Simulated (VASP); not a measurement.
Here is a VASP 6.6.1 calculation.

The input INCAR:

```
SYSTEM = Mg
PREC = Accurate ; ENCUT = 520
EDIFF = 1E-6 ; ISMEAR = -1
SIGMA = 0.03 ; LREAL = .False.
LASPH = .True. ; NELM = 100
ALGO = Normal ; ISIF = 2
LWAVE = .False. ; LCHARG = .False.
GGA = PE ; NBANDS = 7
```

File KPOINTS:

```
Automatic mesh
0
Gamma
  16 16 16
  0 0 0
```

POSCAR

```
Mg
1.0
    0.0000000000      2.2218134400      2.2442560000
    2.2218134400      0.0000000000      2.2442560000
    2.2218134400      2.2218134400      0.0000000000
Mg
1
Direct
    0.0000000000      0.0000000000      0.0000000000
```

Potentials or basis: VASP PAW PBE potentials, release 64 (Mg).

The run is started by

```bash
$ cat potpaw_PBE.64/Mg/POTCAR > POTCAR
$ mpirun -np 1 vasp_std > vasp.out
```

(1) Estimate the band gap on the k mesh.

(2) What does it give for the pressure?

Answers

(1) zero (band 1 reaches 4.30 eV, above the bottom of band 2 at 1.53 eV).

(2) 1.5 GPa.

Caveat: the cell differs from its parent crystal (equal xx and yy strain of -1 %).
